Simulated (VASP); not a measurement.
Crystal: GaN.

```
Ga N
1.0
     0.00000    2.13524    2.13524
     2.13524    0.00000    2.13524
     2.13524    2.13524    0.00000
Ga N
1 1
Direct
  0.00000 0.00000 0.00000
  0.50000 0.50000 0.50000
```

Base run:

| Property | Result |
| --- | --- |
| Program | VASP 6.6.1 |
| Functional | PBE |
| Potentials or basis | VASP PAW PBE potentials, release 64 (Ga_d, N) |
| Cutoff | 520 eV |
| k mesh | 11 × 11 × 11 |
| Occupations | fermi-dirac, width 0.05 eV |
| Spin | no spin polarisation |

Its results: band gap on the k mesh 0.54 eV (least direct gap 2.37 eV); pressure 0.4 GPa.

**Question.** The run is repeated on the same cell with these changes: functional from PBE to PBEsol-based global hybrid with 25 % exact exchange; k mesh from 11 × 11 × 11 to 6 × 6 × 6. What comes out?

**Answer.** Band gap on the k mesh 2.24 eV (least direct gap 4.35 eV); pressure -14.6 GPa.

Several settings changed at once.

Caveats: some runs use coarse meshes; semilocal functionals underestimate gaps, and a narrow one can read as zero (at least some runs); an odd mesh through Γ misses points on the zone boundary, where band edges can lie (at least some runs); the PAW data sets were made with another functional, which shifts forces and pressure a little (at least some runs).
